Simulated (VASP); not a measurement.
# Mg9O8 (a cell with a defect) in VASP: notebook, part 2 of 2

VASP 6.6.1.

**3. Single point, PBE**

INCAR

```
SYSTEM = Mg9O8
PREC     = Accurate       ! precision mode
ENCUT    = 750            ! plane-wave cutoff, eV
EDIFF    = 1E-6           ! SCF threshold, eV
ISMEAR   = 0              ! smearing method
SIGMA    = 0.05           ! smearing width, eV
LREAL    = Auto         
LASPH    = .True.         ! aspherical terms in the spheres
NELM     = 120            ! most SCF steps
ALGO     = Normal         ! electronic algorithm
ISIF     = 2              ! what is computed and relaxed
LWAVE    = .False.        ! write WAVECAR
LCHARG   = .False.        ! write CHGCAR
GGA      = PE             ! functional
NBANDS   = 83             ! bands
GGA_COMPAT= .False.
```

KPOINTS

```
regular mesh
0
Gamma
  2 2 2
  0 0 0
```

POSCAR

```
Mg9O8
1.0
    0.0000000000      4.0260000000      4.0260000000
    4.0260000000      0.0000000000      4.0260000000
    4.0260000000      4.0260000000      0.0000000000
Mg O
9 8
Direct
   -0.0108650025      0.0073411575      0.0013843766
    0.1235986090     -0.0417019374      0.4596780924
   -0.0108351962      0.5021874069      0.0013260060
   -0.0112334824      0.5015457029      0.5082076503
    0.4856475410     -0.0112839046      0.0368822653
    0.4862199454     -0.0113848733      0.4893133383
    0.4735238450      0.5081199702      0.0100933929
    0.4862419275      0.5357563338      0.4893002981
    0.7005858172      0.0990560109      0.6011297814
    0.2483426478      0.2696086687      0.2413948087
    0.2672807998      0.2439519374      0.7447177099
    0.2484398907      0.7405551416      0.2413566816
    0.2496862891      0.7400854446      0.7700645802
    0.7145598609      0.2771636860      0.2313348236
    0.7127110035      0.2786705166      0.7782780676
    0.7558884749      0.7478442623      0.2484113264
    0.7126059364      0.7302174615      0.7784983855
```

Potentials or basis: VASP PAW PBE potentials, release 64 (Mg_sv, O).

Started as:

```
$ cat potpaw_PBE.64/Mg_sv/POTCAR potpaw_PBE.64/O/POTCAR > POTCAR
$ mpirun -np 1 vasp_std > vasp.out
```

OUTCAR:

```text
SYSTEM = Mg9O8
   PREC = Accurate
   ENCUT = 750
   EDIFF = 1E-6
   ISMEAR = 0
   LREAL = Auto
   LASPH = .True.
   NELM = 120
   ISIF = 2
   GGA = PE

 ion  position               nearest neighbor table
   1  0.989  0.007  0.001-  16 1.99  13 2.01  12 2.01  14 2.02  15 2.02  11 2.08
   2  0.124  0.958  0.460-  13 1.83  12 1.83  10 1.83   9 1.97   5 2.25   8 2.25   6 2.25
   3  0.989  0.502  0.001-  16 1.99  13 2.01  10 2.01  14 2.02  17 2.02  11 2.08
   4  0.989  0.502  0.508-  16 1.98  12 2.01  10 2.01  15 2.02  17 2.02  11 2.08
   5  0.486  0.989  0.037-  16 1.95  12 1.97  10 1.97   9 2.05  11 2.07  17 2.09  15 2.09   2 2.25

   6  0.486  0.989  0.489-  16 1.95  13 1.97  10 1.97   9 2.06  11 2.07  17 2.08  14 2.09   2 2.25

   7  0.474  0.508  0.010-  17 1.86  15 1.86  14 1.86  10 1.87  12 1.87  13 1.87
   8  0.486  0.536  0.489-  16 1.95  13 1.97  12 1.97   9 2.06  11 2.07  15 2.08  14 2.09   2 2.25

   9  0.701  0.099  0.601-  17 1.80  15 1.80  14 1.80   2 1.97  11 2.01   5 2.05   6 2.06   8 2.06

  10  0.248  0.270  0.241-   2 1.83   7 1.87   5 1.97   6 1.97   4 2.01   3 2.01
  11  0.267  0.244  0.745-   9 2.01   5 2.07   6 2.07   8 2.07   1 2.08   3 2.08   4 2.08
  12  0.248  0.741  0.241-   2 1.83   7 1.87   5 1.97   8 1.97   4 2.01   1 2.01
  13  0.250  0.740  0.770-   2 1.83   7 1.87   6 1.97   8 1.97   3 2.01   1 2.01
  14  0.715  0.277  0.231-   9 1.80   7 1.86   3 2.02   1 2.02   8 2.09   6 2.09
  15  0.713  0.279  0.778-   9 1.80   7 1.86   4 2.02   1 2.02   8 2.08   5 2.09
  16  0.756  0.748  0.248-   6 1.95   8 1.95   5 1.95   4 1.98   3 1.99   1 1.99
  17  0.713  0.730  0.778-   9 1.80   7 1.86   4 2.02   3 2.02   6 2.08   5 2.09

  LATTYP: Found a face centered cubic cell.
 ALAT       =     8.0520000000

  Lattice vectors:

 A1 = (   0.0000000000,   4.0260000000,   4.0260000000)
 A2 = (   4.0260000000,   0.0000000000,   4.0260000000)
 A3 = (   4.0260000000,   4.0260000000,   0.0000000000)

Analysis of symmetry for initial positions (statically):
=====================================================================
 Subroutine PRICEL returns:
 Original cell was already a primitive cell.

 Routine SETGRP: Setting up the symmetry group for a
 face centered cubic supercell.

 Subroutine GETGRP returns: Found  1 space group operations
 (whereof  1 operations were pure point group operations)
 out of a pool of 48 trial point group operations.

The static configuration has the point symmetry C_1 .

Analysis of symmetry for dynamics (positions and initial velocities):
=====================================================================
 Subroutine PRICEL returns:
 Original cell was already a primitive cell.

 Routine SETGRP: Setting up the symmetry group for a
 face centered cubic supercell.

 Subroutine GETGRP returns: Found  1 space group operations
 (whereof  1 operations were pure point group operations)
 out of a pool of 48 trial point group operations.

The dynamic configuration has the point symmetry C_1 .

 Subroutine INISYM returns: Found  1 space group operations
 (whereof  1 operations are pure point group operations),
 and found     1 'primitive' translations

----------------------------------------------------------------------------------------
[... 83 lines left out ...]
  0.000000  0.000000  0.500000      1.000000
  0.500000  0.500000  0.500000      1.000000
  0.500000  0.500000  0.000000      1.000000
  0.000000  0.500000  0.500000      1.000000
  0.500000  0.000000  0.500000      1.000000
   k-points           NKPTS =      8   k-points in BZ     NKDIM =      8   number of bands    NBANDS=     83
   number of dos      NEDOS =    301   number of ions     NIONS =     17
   total plane-waves  NPLWV = 157464
   dimension x,y,z NGX =    54 NGY =   54 NGZ =   54
   dimension x,y,z NGXF=   108 NGYF=  108 NGZF=  108
   ions per type =               9   8
   NGX,Y,Z   is equivalent  to a cutoff of  15.77, 15.77, 15.77 a.u.
   NGXF,Y,Z  is equivalent  to a cutoff of  31.53, 31.53, 31.53 a.u.
 SYSTEM =  Mg9O8
   PREC   = accura    normal or accurate (medium, high low for compatibility)
   ISTART =      0    job   : 0-new  1-cont  2-samecut
   ICHARG =      2    charge: 1-file 2-atom 10-const
   ISPIN  =      1    spin polarized calculation?
   LNONCOLLINEAR =      F non collinear calculations
   LSORBIT =      F    spin-orbit coupling
   LASPH  =      T    aspherical Exc in radial PAW
   ENCUT  =  750.0 eV  55.12 Ry    7.42 a.u.  12.71 12.71 12.71*2*pi/ulx,y,z
   NELM   =    120;   NELMIN=  2; NELMDL= -5     # of ELM steps
   EDIFF  = 0.1E-05   stopping-criterion for ELM
   LREAL  =      T    real-space projection
   EDIFFG = 0.1E-04   stopping-criterion for IOM
   NSW    =      0    number of steps for IOM
   IBRION =     -1    ionic relax: 0-MD 1-quasi-New 2-CG
   NFREE  =      0    steps in history (QN), initial steepest desc. (CG)
   ISIF   =      2    stress and relaxation
   ISYM   =      2    0-nonsym 1-usesym 2-fastsym
   POTIM  = 0.5000    time-step for ionic-motion
   TEBEG  =    0.0;   TEEND  =   0.0 temperature during run
   PSTRESS=    0.0 pullay stress
   NELECT =     138.0000    total number of electrons
   NUPDOWN=      -1.0000    fix difference up-down
   EMIN   =  10.00;   EMAX   =-10.00  energy-range for DOS
   EFERMI =   0.00;   METHOD = LEGACY
   ISMEAR =     0;   SIGMA  =   0.05  broadening in eV -4-tet -1-fermi 0-gaus
   EFERMI_NEDOS =   21; number of points for ismear=-14 and -15
   IALGO  =     38    algorithm
   IMIX   =      4    mixing-type and parameters
     AMIX     =   0.40;   BMIX     =  1.00
     AMIX_MAG =   1.60;   BMIX_MAG =  1.00
  volume/ion in A,a.u.               =       7.68        51.81
  Fermi-wavevector in a.u.,A,eV,Ry     =   1.667826  3.151734 37.846561  2.781644
  Thomas-Fermi vector in A             =   2.753780
   LORBIT       =      0    0 simple, 1 ext, 2 COOP (PROOUT), +10 PAW based schemes
   GGA     = PE    functional components
   LHFCALC =     F    Hartree Fock is set to
   AEXX    =    0.0000 exact exchange contribution
   IVDW    =     0    specifies the selected vdW correction
   LEPSILON=     F    determine dielectric tensor
   LRPA    =     F    only Hartree local field effects (RPA)
 non-spin polarized calculation
 Gauss-broadening in eV      SIGMA  =   0.05
  energy-cutoff  :      750.00
  volume of cell :      130.51
 maximum number of plane-waves:      6116
 NGX is ok and might be reduce to    54
   NGX = 25   NGY = 25   NGZ = 25

 number of electron     137.9999991 magnetization

 Free energy of the ion-electron system (eV)
  ---------------------------------------------------
  ext. energy  EPLUGINS =         0.00000000
  ---------------------------------------------------
  free energy    TOTEN  =       -74.05904422 eV

  energy without entropy =      -74.04940317  energy(sigma->0) =      -74.05422370

 E-fermi :  11.8080     XC(G=0): -12.4997

 val. band max:       11.7931076421   @ k =   0.5000   0.5000   0.0000
 cond. band min:      12.0954232411   @ k =   0.0000   0.0000   0.5000
 fundamental gap:      0.3023155989
 Fermi energy:        11.8080370645

 k-point     1 :       0.0000    0.0000    0.0000
  band No.  band energies     occupation
      1     -68.1801      2.00000
      2     -68.1208      2.00000
      3     -68.1135      2.00000
      4     -67.9489      2.00000
      5     -67.1977      2.00000
      6     -67.1903      2.00000
[... 661 lines left out ...]
     80      16.9764      0.00000
     81      17.1455      0.00000
 [bands above 81 left out]

------------------------ aborting loop because EDIFF is reached ----------------------------------------

  FORCE on cell =-STRESS in cart. coord.  units (eV):
  Direction    XX          YY          ZZ          XY          YZ          ZX
  --------------------------------------------------------------------------------------
  -------------------------------------------------------------------------------------
  Total       70.8161131     70.4863396     70.8479662     -3.7183288      3.7105103     -3.7084961
  in kB      869.3433996    865.2950777    869.7344296    -45.6464567     45.5504753    -45.5257489
  external PRESSURE =     868.1243023 kB  Pullay stress =       0.0000000 kB

 VOLUME and BASIS-vectors are now :
 -----------------------------------------------------------------------------
  energy-cutoff  :      750.00
  volume of cell :      130.51
      direct lattice vectors                 reciprocal lattice vectors
     0.000000000  4.026000000  4.026000000    -0.124192747  0.124192747  0.124192747
     4.026000000  0.000000000  4.026000000     0.124192747 -0.124192747  0.124192747
     4.026000000  4.026000000  0.000000000     0.124192747  0.124192747 -0.124192747

 POSITION                                       TOTAL-FORCE (eV/Angst)
 -----------------------------------------------------------------------------------
      0.03513      3.98783      4.01181        -0.003378      0.002075     -0.003347
      5.70877      2.34827      4.35572        -0.000907      0.002080      0.001776
      2.02715      3.98772      6.00418         0.003054      0.000040      0.001306
      4.06527      6.02682      6.00000        -0.000062     -0.002447      0.001627
      4.12906      2.10371      5.93579        -0.006303     -0.002050      0.004443
      5.95014      3.92750      5.93769         0.003701      0.008388      0.005431
[... 9 lines left out ...]
      4.01093      4.04331      6.05403        -0.012587      0.007412      0.013152
      6.07409      6.00319      5.80881        -0.009548      0.021739      0.000287
 -----------------------------------------------------------------------------------
    total drift:                                0.005257      0.012731     -0.003033

  FREE ENERGIE OF THE ION-ELECTRON SYSTEM (eV)
  ---------------------------------------------------
  free  energy   TOTEN  =       -74.0590442170 eV

  energy  without entropy=      -74.0494031744  energy(sigma->0) =      -74.05422370
```

It took 3.6 min on 1 thread of AMD EPYC 9R45 (Zen 5), shared host; peak memory 0.38 GiB.

Results:

```yaml
Free_energy: -74.0590 eV
Pressure: 86.8 GPa
Largest_force: 0.035 eV/Å
Band_gap_on_the_k_mesh: zero (bands 69 and 70 overlap by 0.14 eV)
```

Forces on the atoms (eV/Å):
```
Mg  -0.003  0.002 -0.003
Mg  -0.001  0.002  0.002
Mg   0.003  0.000  0.001
Mg   0.000 -0.002  0.002
Mg  -0.006 -0.002  0.004
Mg   0.004  0.008  0.005
Mg   0.006 -0.011 -0.004
Mg  -0.006  0.009 -0.001
Mg   0.019 -0.021 -0.020
O   -0.003 -0.009 -0.002
O    0.011 -0.020 -0.009
O    0.001 -0.012  0.003
O    0.015  0.010 -0.011
O   -0.018 -0.010  0.013
O    0.002  0.027  0.007
O   -0.013  0.007  0.013
O   -0.010  0.022  0.000
```

Stress tensor (GPa, compression positive):
```
86.93 -4.56 -4.55
-4.56 86.53  4.56
-4.55  4.56 86.97
```

Levels at points of the mesh, in eV from the Fermi level:
```tsv
k point	band 67	band 68	band 69	band 70	band 71	band 72
(0.00, 0.00, 0.00)	-7.50	-7.29	-1.98	-0.15	0.70	0.70
(0.50, 0.00, 0.00)	-7.74	-7.73	-0.22	0.41	1.70	1.77
(0.00, 0.50, 0.00)	-7.67	-7.55	-0.47	0.30	1.02	1.95
(0.00, 0.00, 0.50)	-7.67	-7.55	-0.47	0.29	1.04	1.95
(0.50, 0.50, 0.50)	-7.67	-7.55	-0.47	0.30	1.02	1.95
(0.50, 0.50, 0.00)	-7.93	-7.87	-0.01	1.03	1.68	2.13
(0.00, 0.50, 0.50)	-7.93	-7.87	-0.01	1.03	1.68	2.13
(0.50, 0.00, 0.50)	-7.93	-7.87	-0.02	1.04	1.68	2.13
```

Caveat: the k points lie up to 0.68 Å⁻¹ apart.
